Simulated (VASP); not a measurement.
# Mo3H (P-6m2) in VASP: single point with PBE

Aim: the single point of Mo3H with PBE.

All numbers are computed with VASP 6.6.1; they aren't measurements. Logs are shortened: lines on timing, memory, paths and dates and some standing lists are left out, and cuts for length are marked.

## Step 1: The cell of the first run

The structure is hexagonal, space group P-6m2 (No. 187). Conventional cell: a = 3.044 Å, b = 3.044 Å, c = 6.682 Å, α = 90.00°, β = 90.00°, γ = 120.00°. Within 2.3 Å of H (site symmetry -6m2) lie 5 Mo at 1.76 to 2.19 Å. Mo (site symmetry -6m2) has 3 H at 1.76 Å within 2.3 Å. Within 2.9 Å of Mo (site symmetry 3m) lie 1 H at 2.19 Å and 4 Mo at 2.31 to 2.80 Å.

## Step 2: Single point, PBE

INCAR reads:

```
SYSTEM = Mo3H
PREC = Accurate
ENCUT = 520
EDIFF = 1E-6
ISMEAR = 0
SIGMA = 0.2
LREAL = .FALSE.
LASPH = .TRUE.
NELM = 60
ALGO = Normal
ISIF = 2
LWAVE = .FALSE.
LCHARG = .FALSE.
GGA = PE
NBANDS = 30
```

KPOINTS reads:

```
regular mesh
0
G
  7 7 3
  0 0 0
```

POSCAR reads:

```
Mo3H
1.0
    3.0439044387      0.0000000026      0.0000000000
   -1.5219522216      2.6360985693      0.0000000000
    0.0000000000      0.0000000000      6.6820900210
H Mo
1 3
Direct
    0.0000000000      0.0000000000      0.5000000000
    0.3333333333      0.6666666667      0.5000000000
    0.0000000000      0.0000000000      0.8270488153
    0.0000000000      0.0000000000      0.1729511847
```

Potentials or basis: VASP PAW PBE potentials, release 64 (H, Mo_sv).

Command:

```bash
$ cat potpaw_PBE.64/H/POTCAR potpaw_PBE.64/Mo_sv/POTCAR > POTCAR
$ mpirun -np 1 vasp_std > vasp.out
```

OUTCAR:

```text
SYSTEM = Mo3H
   PREC = Accurate
   ENCUT = 520
   EDIFF = 1E-6
   ISMEAR = 0
   LREAL = .FALSE.
   LASPH = .TRUE.
   NELM = 60
   ISIF = 2
   GGA = PE

 ion  position               nearest neighbor table
   1  0.000  0.000  0.500-   2 1.76   2 1.76   2 1.76   4 2.19   3 2.19
   2  0.333  0.667  0.500-   1 1.76   1 1.76   1 1.76   4 2.80   3 2.80   3 2.80   4 2.80   3 2.80
                             4 2.80
   3  0.000  0.000  0.827-   1 2.19   4 2.31   2 2.80   2 2.80   2 2.80
   4  0.000  0.000  0.173-   1 2.19   3 2.31   2 2.80   2 2.80   2 2.80

  LATTYP: Found a hexagonal cell.
 ALAT       =     3.0439044387
 C/A-ratio  =     2.1952364654

  Lattice vectors:

 A1 = (   3.0439044387,   0.0000000026,   0.0000000000)
 A2 = (  -1.5219522216,   2.6360985693,   0.0000000000)
 A3 = (   0.0000000000,   0.0000000000,   6.6820900210)

Analysis of symmetry for initial positions (statically):
=====================================================================
 Subroutine PRICEL returns:
 Original cell was already a primitive cell.

 Routine SETGRP: Setting up the symmetry group for a
 hexagonal supercell.

 Subroutine GETGRP returns: Found 12 space group operations
 (whereof 12 operations were pure point group operations)
 out of a pool of 24 trial point group operations.

The static configuration has the point symmetry D_3h.

Analysis of symmetry for dynamics (positions and initial velocities):
=====================================================================
 Subroutine PRICEL returns:
 Original cell was already a primitive cell.

 Routine SETGRP: Setting up the symmetry group for a
 hexagonal supercell.

 Subroutine GETGRP returns: Found 12 space group operations
 (whereof 12 operations were pure point group operations)
 out of a pool of 24 trial point group operations.

The dynamic configuration has the point symmetry D_3h.

 Subroutine INISYM returns: Found 12 space group operations
 (whereof 12 operations are pure point group operations),
 and found     1 'primitive' translations

----------------------------------------------------------------------------------------

                                     Primitive cell

  volume of cell :      53.6173

  direct lattice vectors                    reciprocal lattice vectors
     3.043904439  0.000000003  0.000000000     0.328525425  0.189674243  0.000000000
    -1.521952222  2.636098569  0.000000000    -0.000000000  0.379348485  0.000000000
     0.000000000  0.000000000  6.682090021     0.000000000  0.000000000  0.149653776

  length of vectors
     3.043904439  3.043904439  6.682090021     0.379348485  0.379348485  0.149653776

  position of ions in fractional coordinates (direct lattice)
     0.000000000  0.000000000  0.500000000
     0.333333333  0.666666667  0.500000000
     0.000000000  0.000000000  0.827048815
     0.000000000  0.000000000  0.172951185

  ion indices of the primitive-cell ions
   primitive index   ion index
                 1           1
                 2           2
                 3           3
                 4           4

----------------------------------------------------------------------------------------

 KPOINTS: regular mesh

Automatic generation of k-mesh.
 Grid dimensions read from file:
 generate k-points for:    7    7    3

 Generating k-lattice:

  Cartesian coordinates                     Fractional coordinates (reciprocal lattice)
     0.046932204  0.027096320  0.000000000     0.142857143  0.000000000  0.000000000
    -0.000000000  0.054192641  0.000000000     0.000000000  0.142857143  0.000000000
     0.000000000  0.000000000  0.049884592     0.000000000  0.000000000  0.333333333

  Length of vectors
     0.054192641  0.054192641  0.049884592

  Shift w.r.t. Gamma in fractional coordinates (k-lattice)
     0.000000000  0.000000000  0.000000000

 Subroutine IBZKPT returns following result:
 ===========================================

 Found     16 irreducible k-points:

 Following reciprocal coordinates:
            Coordinates               Weight
  0.000000  0.000000  0.000000      1.000000
  0.142857 -0.000000  0.000000      6.000000
  0.285714 -0.000000  0.000000      6.000000
  0.428571 -0.000000  0.000000      6.000000
  0.142857  0.142857  0.000000      6.000000
  0.285714  0.142857  0.000000     12.000000
[... 8 lines left out ...]
  0.428571  0.142857  0.333333     12.000000
  0.285714  0.285714  0.333333     12.000000
   k-points           NKPTS =     16   k-points in BZ     NKDIM =     16   number of bands    NBANDS=     30
   number of dos      NEDOS =    301   number of ions     NIONS =      4
   total plane-waves  NPLWV =  28800
   dimension x,y,z NGX =    24 NGY =   24 NGZ =   50
   dimension x,y,z NGXF=    48 NGYF=   48 NGZF=  100
   ions per type =               1   3
   NGX,Y,Z   is equivalent  to a cutoff of  13.11, 13.11, 12.44 a.u.
   NGXF,Y,Z  is equivalent  to a cutoff of  26.22, 26.22, 24.88 a.u.
 SYSTEM =  Mo3H
   PREC   = accura    normal or accurate (medium, high low for compatibility)
   ISTART =      0    job   : 0-new  1-cont  2-samecut
   ICHARG =      2    charge: 1-file 2-atom 10-const
   ISPIN  =      1    spin polarized calculation?
   LNONCOLLINEAR =      F non collinear calculations
   LSORBIT =      F    spin-orbit coupling
   LASPH  =      T    aspherical Exc in radial PAW
   ENCUT  =  520.0 eV  38.22 Ry    6.18 a.u.   5.66  5.66 12.42*2*pi/ulx,y,z
   NELM   =     60;   NELMIN=  2; NELMDL= -5     # of ELM steps
   EDIFF  = 0.1E-05   stopping-criterion for ELM
   LREAL  =      F    real-space projection
   EDIFFG = 0.1E-04   stopping-criterion for IOM
   NSW    =      0    number of steps for IOM
   IBRION =     -1    ionic relax: 0-MD 1-quasi-New 2-CG
   NFREE  =      0    steps in history (QN), initial steepest desc. (CG)
   ISIF   =      2    stress and relaxation
   ISYM   =      2    0-nonsym 1-usesym 2-fastsym
   POTIM  = 0.5000    time-step for ionic-motion
   TEBEG  =    0.0;   TEEND  =   0.0 temperature during run
   PSTRESS=    0.0 pullay stress
   NELECT =      43.0000    total number of electrons
   NUPDOWN=      -1.0000    fix difference up-down
   EMIN   =  10.00;   EMAX   =-10.00  energy-range for DOS
   EFERMI =   0.00;   METHOD = LEGACY
   ISMEAR =     0;   SIGMA  =   0.20  broadening in eV -4-tet -1-fermi 0-gaus
   EFERMI_NEDOS =   21; number of points for ismear=-14 and -15
   IALGO  =     38    algorithm
   IMIX   =      4    mixing-type and parameters
     AMIX     =   0.40;   BMIX     =  1.00
     AMIX_MAG =   1.60;   BMIX_MAG =  1.00
  volume/ion in A,a.u.               =      13.40        90.46
  Fermi-wavevector in a.u.,A,eV,Ry     =   1.521000  2.874274 31.476291  2.313442
  Thomas-Fermi vector in A             =   2.629775
   LORBIT       =      0    0 simple, 1 ext, 2 COOP (PROOUT), +10 PAW based schemes
   GGA     = PE    functional components
   LHFCALC =     F    Hartree Fock is set to
   AEXX    =    0.0000 exact exchange contribution
   IVDW    =     0    specifies the selected vdW correction
   LEPSILON=     F    determine dielectric tensor
   LRPA    =     F    only Hartree local field effects (RPA)
 non-spin polarized calculation
 Gauss-broadening in eV      SIGMA  =   0.20
  energy-cutoff  :      520.00
  volume of cell :       53.62
 maximum number of plane-waves:      1465
 NGX is ok and might be reduce to    24
   NGX = 11   NGY = 11   NGZ = 25

 number of electron      42.9999996 magnetization

 Free energy of the ion-electron system (eV)
  ---------------------------------------------------
  ext. energy  EPLUGINS =         0.00000000
  ---------------------------------------------------
  free energy    TOTEN  =       -33.67091667 eV

  energy without entropy =      -33.60666646  energy(sigma->0) =      -33.63879157

 E-fermi :  10.7730     XC(G=0): -12.7248

 val. band max:       10.6968776134   @ k =   0.0000   0.0000   0.3333
 cond. band min:      10.8449196816   @ k =   0.2857  -0.0000   0.0000
 fundamental gap:      0.1480420682
 Fermi energy:        10.7729676321

 k-point     1 :       0.0000    0.0000    0.0000
  band No.  band energies     occupation
      1     -50.2711      2.00000
      2     -50.0849      2.00000
      3     -49.8875      2.00000
      4     -25.1747      2.00000
      5     -24.4154      2.00000
      6     -24.0965      2.00000
[... 22 lines left out ...]
     29      14.3558      0.00000
     30      14.3558      0.00000

 k-point     2 :       0.1429   -0.0000    0.0000
  band No.  band energies     occupation
      1     -50.2519      2.00000
      2     -50.0791      2.00000
      3     -49.8764      2.00000
      4     -25.1760      2.00000
      5     -24.3976      2.00000
      6     -24.1941      2.00000
[... 22 lines left out ...]
     29      14.5352      0.00000
     30      15.1014      0.00000

 k-point     3 :       0.2857   -0.0000    0.0000
  band No.  band energies     occupation
      1     -50.2061      2.00000
      2     -50.0684      2.00000
      3     -49.8514      2.00000
      4     -25.1941      2.00000
      5     -24.3994      2.00000
      6     -24.3937      2.00000
[... 22 lines left out ...]
     29      14.8010      0.00000
     30      16.3354      0.00000

 k-point     4 :       0.4286   -0.0000    0.0000
  band No.  band energies     occupation
      1     -50.1649      2.00000
      2     -50.0641      2.00000
      3     -49.8313      2.00000
      4     -25.2316      2.00000
      5     -24.5451      2.00000
      6     -24.4464      2.00000
[... 22 lines left out ...]
     29      14.9114      0.00000
     30      16.5827      0.00000

 k-point     5 :       0.1429    0.1429    0.0000
  band No.  band energies     occupation
      1     -50.2193      2.00000
      2     -50.0710      2.00000
      3     -49.8584      2.00000
      4     -25.1850      2.00000
      5     -24.3848      2.00000
      6     -24.3165      2.00000
[... 22 lines left out ...]
     29      14.6600      0.00000
     30      16.1079      0.00000
[... 262 lines left out ...]
     29      14.1173      0.00000
     30      16.9426      0.00000

 k-point    14 :       0.2857    0.1429    0.3333
  band No.  band energies     occupation
      1     -50.1619      2.00000
      2     -50.0826      2.00000
      3     -49.8304      2.00000
      4     -25.1624      2.00000
      5     -24.5891      2.00000
      6     -24.4765      2.00000
[... 22 lines left out ...]
     29      14.6197      0.00000
     30      18.1403      0.00000

 k-point    15 :       0.4286    0.1429    0.3333
  band No.  band energies     occupation
      1     -50.1474      2.00000
      2     -50.0706      2.00000
      3     -49.8241      2.00000
      4     -25.1417      2.00000
      5     -24.6619      2.00000
      6     -24.5477      2.00000
[... 22 lines left out ...]
     29      15.5670      0.00000
     30      17.5379      0.00000

 k-point    16 :       0.2857    0.2857    0.3333
  band No.  band energies     occupation
      1     -50.1438      2.00000
      2     -50.0676      2.00000
      3     -49.8225      2.00000
      4     -25.1297      2.00000
      5     -24.5810      2.00000
      6     -24.5168      2.00000
[... 22 lines left out ...]
     29      16.5411      0.00000
     30      17.9350      0.00000

------------------------ aborting loop because EDIFF is reached ----------------------------------------

  FORCE on cell =-STRESS in cart. coord.  units (eV):
  Direction    XX          YY          ZZ          XY          YZ          ZX
  --------------------------------------------------------------------------------------
  -------------------------------------------------------------------------------------
  Total        0.1172744      0.1172744      0.3409538      0.0000000     -0.0000000      0.0000000
  in kB        3.5043607      3.5043607     10.1882859      0.0000000     -0.0000000      0.0000000
  external PRESSURE =       5.7323358 kB  Pullay stress =       0.0000000 kB

 VOLUME and BASIS-vectors are now :
 -----------------------------------------------------------------------------
  energy-cutoff  :      520.00
  volume of cell :       53.62
      direct lattice vectors                 reciprocal lattice vectors
     3.043904439  0.000000003  0.000000000     0.328525425  0.189674243  0.000000000
    -1.521952222  2.636098569  0.000000000    -0.000000000  0.379348485  0.000000000
     0.000000000  0.000000000  6.682090021     0.000000000  0.000000000  0.149653776

 POSITION                                       TOTAL-FORCE (eV/Angst)
 -----------------------------------------------------------------------------------
      0.00000      0.00000      3.34105         0.000000      0.000000      0.000000
     -0.00000      1.75740      3.34105        -0.000000      0.000000      0.000000
      0.00000      0.00000      5.52641         0.000000      0.000000     -0.110368
      0.00000      0.00000      1.15568         0.000000     -0.000000      0.110368
 -----------------------------------------------------------------------------------
    total drift:                                0.000000     -0.000000     -0.000000

  FREE ENERGIE OF THE ION-ELECTRON SYSTEM (eV)
  ---------------------------------------------------
  free  energy   TOTEN  =       -33.6709166748 eV

  energy  without entropy=      -33.6066664593  energy(sigma->0) =      -33.63879157
```

Wall time 32 s (1 thread of Intel Xeon Platinum 8259CL at 2.50GHz (Skylake/Cascade Lake), shared host); peak memory 0.17 GiB.

What came out:

```
Free energy   : -33.6709 eV
Pressure      : 0.6 GPa
Largest force : 0.110 eV/Å
```

Forces on the atoms (eV/Å):
```
H    0.000  0.000  0.000
Mo   0.000  0.000  0.000
Mo   0.000  0.000 -0.110
Mo   0.000  0.000  0.110
```
